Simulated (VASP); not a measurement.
# PtSe2 (Sudovikovite) (P-3m1) in VASP: further runs, part 2 of 2

VASP 6.6.1.

### 3 Density of states, PBEsol

POSCAR reads:

```
PtSe2
1.0
    3.7240000000      0.0000000000      0.0000000000
   -1.8620000000      3.2250786037      0.0000000000
    0.0000000000      0.0000000000      5.0620000000
Pt Se
1 2
Direct
    0.0000000000      0.0000000000      0.0000000000
    0.6666666667      0.3333333333      0.7500000000
    0.3333333333      0.6666666667      0.2500000000
```

INCAR.step1 reads:

```
  PREC = Accurate
  ENCUT = 520
  EDIFF = 1E-6
  ISMEAR = -1
  SIGMA = 0.05
  LREAL = False
  LASPH = True
  NELM = 80
  ALGO = Normal
  ISIF = 2
  LWAVE = False
  LCHARG = True
  LMAXMIX = 4
  GGA = PS
  NBANDS = 18
```

KPOINTS.step1 reads:

```
regular mesh
0
Gamma
  8 8 5
```

INCAR.step2 reads:

```
  PREC = Accurate
  ENCUT = 520
  EDIFF = 1E-6
  ISMEAR = -5
  SIGMA = 0.05
  LREAL = False
  LASPH = True
  NELM = 80
  ALGO = Normal
  ISIF = 2
  LWAVE = False
  LCHARG = False
  LMAXMIX = 4
  GGA = PS
  LORBIT = 11
  NEDOS = 1001
  ICHARG = 11
```

KPOINTS.step2 reads:

```
regular mesh
0
Gamma
  12 12 8
```

Potentials or basis: VASP PAW PBE potentials, release 64 (Pt, Se).

Command:

```console
$ cat potpaw_PBE.64/Pt/POTCAR potpaw_PBE.64/Se/POTCAR > POTCAR
$ cp INCAR.step1 INCAR
$ cp KPOINTS.step1 KPOINTS
$ mpirun -np 1 vasp_std > vasp.out
$ cp INCAR.step2 INCAR
$ cp KPOINTS.step2 KPOINTS
$ mpirun -np 1 vasp_std > vasp.out
```

OUTCAR:

```text
PREC = Accurate
   ENCUT = 520
   EDIFF = 1E-6
   ISMEAR = -5
   LREAL = False
   LASPH = True
   NELM = 80
   ISIF = 2
   GGA = PS
   LORBIT = 11
   ICHARG = 11

 ion  position               nearest neighbor table
   1  0.000  0.000  0.000-   2 2.49   3 2.49   2 2.49   3 2.49   2 2.49   3 2.49
   2  0.667  0.333  0.750-   1 2.49   1 2.49   1 2.49
   3  0.333  0.667  0.250-   1 2.49   1 2.49   1 2.49

  LATTYP: Found a hexagonal cell.
 ALAT       =     3.7240000000
 C/A-ratio  =     1.3592910849

  Lattice vectors:

 A1 = (   3.7240000000,   0.0000000000,   0.0000000000)
 A2 = (  -1.8620000000,   3.2250786037,   0.0000000000)
 A3 = (   0.0000000000,   0.0000000000,   5.0620000000)

Analysis of symmetry for initial positions (statically):
=====================================================================
 Subroutine PRICEL returns:
 Original cell was already a primitive cell.

 Routine SETGRP: Setting up the symmetry group for a
 hexagonal supercell.

 Subroutine GETGRP returns: Found 12 space group operations
 (whereof 12 operations were pure point group operations)
 out of a pool of 24 trial point group operations.

The static configuration has the point symmetry D_3d.

Analysis of symmetry for dynamics (positions and initial velocities):
=====================================================================
 Subroutine PRICEL returns:
 Original cell was already a primitive cell.

 Routine SETGRP: Setting up the symmetry group for a
 hexagonal supercell.

 Subroutine GETGRP returns: Found 12 space group operations
 (whereof 12 operations were pure point group operations)
 out of a pool of 24 trial point group operations.

The dynamic configuration has the point symmetry D_3d.

 Subroutine INISYM returns: Found 12 space group operations
 (whereof 12 operations are pure point group operations),
 and found     1 'primitive' translations

----------------------------------------------------------------------------------------

                                     Primitive cell

  volume of cell :      60.7956

  direct lattice vectors                    reciprocal lattice vectors
     3.724000000  0.000000000  0.000000000     0.268528464  0.155034981  0.000000000
    -1.862000000  3.225078604  0.000000000     0.000000000  0.310069962  0.000000000
     0.000000000  0.000000000  5.062000000     0.000000000  0.000000000  0.197550375

  length of vectors
     3.724000000  3.724000000  5.062000000     0.310069962  0.310069962  0.197550375

  position of ions in fractional coordinates (direct lattice)
     0.000000000  0.000000000  0.000000000
     0.666666667  0.333333333  0.750000000
     0.333333333  0.666666667  0.250000000

  ion indices of the primitive-cell ions
   primitive index   ion index
                 1           1
                 2           2
                 3           3

----------------------------------------------------------------------------------------

 KPOINTS: regular mesh

[... 55 lines left out ...]
   dimension x,y,z NGXF=    56 NGYF=   56 NGZF=   80
   ions per type =               1   2
   NGX,Y,Z   is equivalent  to a cutoff of  12.50, 12.50, 13.14 a.u.
   NGXF,Y,Z  is equivalent  to a cutoff of  25.00, 25.00, 26.27 a.u.
 SYSTEM =  unknown system
   PREC   = accura    normal or accurate (medium, high low for compatibility)
   ISTART =      0    job   : 0-new  1-cont  2-samecut
   ICHARG =     11    charge: 1-file 2-atom 10-const
   ISPIN  =      1    spin polarized calculation?
   LNONCOLLINEAR =      F non collinear calculations
   LSORBIT =      F    spin-orbit coupling
   LASPH  =      T    aspherical Exc in radial PAW
   ENCUT  =  520.0 eV  38.22 Ry    6.18 a.u.   6.92  6.92  9.41*2*pi/ulx,y,z
   NELM   =     80;   NELMIN=  2; NELMDL=  0     # of ELM steps
   EDIFF  = 0.1E-05   stopping-criterion for ELM
   LREAL  =      F    real-space projection
   EDIFFG = 0.1E-04   stopping-criterion for IOM
   NSW    =      0    number of steps for IOM
   IBRION =     -1    ionic relax: 0-MD 1-quasi-New 2-CG
   NFREE  =      0    steps in history (QN), initial steepest desc. (CG)
   ISIF   =      2    stress and relaxation
   ISYM   =      2    0-nonsym 1-usesym 2-fastsym
   POTIM  = 0.5000    time-step for ionic-motion
   TEBEG  =    0.0;   TEEND  =   0.0 temperature during run
   PSTRESS=    0.0 pullay stress
   NELECT =      22.0000    total number of electrons
   NUPDOWN=      -1.0000    fix difference up-down
   EMIN   =  10.00;   EMAX   =-10.00  energy-range for DOS
   EFERMI =   0.00;   METHOD = LEGACY
   ISMEAR =    -5;   SIGMA  =   0.05  broadening in eV -4-tet -1-fermi 0-gaus
   EFERMI_NEDOS =   21; number of points for ismear=-14 and -15
   IALGO  =     38    algorithm
   IMIX   =      4    mixing-type and parameters
     AMIX     =   0.40;   BMIX     =  1.00
     AMIX_MAG =   1.60;   BMIX_MAG =  1.00
  volume/ion in A,a.u.               =      20.27       136.76
  Fermi-wavevector in a.u.,A,eV,Ry     =   1.166608  2.204570 18.517184  1.360975
  Thomas-Fermi vector in A             =   2.303119
   LORBIT       =     11    0 simple, 1 ext, 2 COOP (PROOUT), +10 PAW based schemes
   GGA     = PS    functional components
   LHFCALC =     F    Hartree Fock is set to
   AEXX    =    0.0000 exact exchange contribution
   IVDW    =     0    specifies the selected vdW correction
   LEPSILON=     F    determine dielectric tensor
   LRPA    =     F    only Hartree local field effects (RPA)
 non-spin polarized calculation
 Fermi weights with tetrahedron method with Bloechl corrections
  energy-cutoff  :      520.00
  volume of cell :       60.80
 maximum number of plane-waves:      1654

 number of electron      21.9999999 magnetization

 Free energy of the ion-electron system (eV)
  ---------------------------------------------------
  ext. energy  EPLUGINS =         0.00000000
  ---------------------------------------------------
  free energy    TOTEN  =       -15.88558283 eV

  energy without entropy =      -15.88558283  energy(sigma->0) =      -15.88558283

 E-fermi :   6.4716     XC(G=0): -10.8048

 val. band max:        6.5633631256   @ k =   0.0000   0.0833   0.1250
 cond. band min:       6.3858175945   @ k =   0.3333   0.3333   0.0000
 fundamental gap:     -0.1775455311
 Fermi energy:         6.4716138373

 k-point     1 :       0.0000    0.0000    0.0000
  band No.  band energies     occupation
      1      -9.3399      2.00000
      2      -6.4929      2.00000
      3      -0.8341      2.00000
      4      -0.1142      2.00000
      5      -0.1142      2.00000
      6       2.3651      2.00000
      7       2.3651      2.00000
      8       3.8137      2.00000
      9       5.3343      2.00000
     10       5.3343      2.00000
     11       6.8118     -0.26982
     12       7.8603      0.00000
     13       7.8603      0.00000
     14       9.8908      0.00000
[... 401 lines left out ...]
      2      -6.7303      2.00000
      3      -0.5172      2.00000
      4       0.0544      2.00000
      5       0.3074      2.00000
      6       1.7681      2.00000
      7       2.2043      2.00000
      8       3.2069      2.00000
      9       4.5466      2.00000
     10       5.2077      2.00000
     11       6.4445      1.90749
     12       7.3090     -0.00156
     13       7.5981      0.00000
     14      11.0665      0.00000
     15      11.6891      0.00000

 [... further k-points ...]

------------------------ aborting loop because EDIFF is reached ----------------------------------------

  FORCE on cell =-STRESS in cart. coord.  units (eV):
  Direction    XX          YY          ZZ          XY          YZ          ZX
  --------------------------------------------------------------------------------------
  -------------------------------------------------------------------------------------
  Total        0.9259292      0.9259292      0.3741249      0.0000000     -0.0000000      0.0000000
  in kB       24.4014850     24.4014850      9.8595042      0.0000000     -0.0000000      0.0000000
  external PRESSURE =      19.5541581 kB  Pullay stress =       0.0000000 kB

 VOLUME and BASIS-vectors are now :
 -----------------------------------------------------------------------------
  energy-cutoff  :      520.00
  volume of cell :       60.80
      direct lattice vectors                 reciprocal lattice vectors
     3.724000000  0.000000000  0.000000000     0.268528464  0.155034981  0.000000000
    -1.862000000  3.225078604  0.000000000     0.000000000  0.310069962  0.000000000
     0.000000000  0.000000000  5.062000000     0.000000000  0.000000000  0.197550375

 POSITION                                       TOTAL-FORCE (eV/Angst)
 -----------------------------------------------------------------------------------
      0.00000      0.00000      0.00000         0.000000      0.000000      0.000000
      1.86200      1.07503      3.79650        -0.000000      0.000000     -0.304007
     -0.00000      2.15005      1.26550         0.000000     -0.000000      0.304007
 -----------------------------------------------------------------------------------
    total drift:                               -0.000000     -0.000000     -0.000000

  FREE ENERGIE OF THE ION-ELECTRON SYSTEM (eV)
  ---------------------------------------------------
  free  energy   TOTEN  =       -15.8855828308 eV

  energy  without entropy=      -15.8855828308  energy(sigma->0) =      -15.88558283

 total charge

# of ion       s       p       d       tot
------------------------------------------
    1        0.687   0.725   8.034   9.446
    2        1.485   2.233   0.071   3.789
    3        1.485   2.233   0.071   3.789
--------------------------------------------------
tot          3.657   5.191   8.176  17.024
```

It took 50 s on 1 thread of AMD EPYC 9R45 (Zen 5), shared host; peak memory 0.23 GiB.

What came out:

```
Valence electrons inside the program's atomic spheres : Pt 9.45; Se 3.79
```

Caveat: the PAW data sets were made with another functional, which shifts forces and pressure a little; spin-orbit coupling is left out, which moves the levels of the heavy elements; tetrahedron occupations give inexact forces and stress in metals.
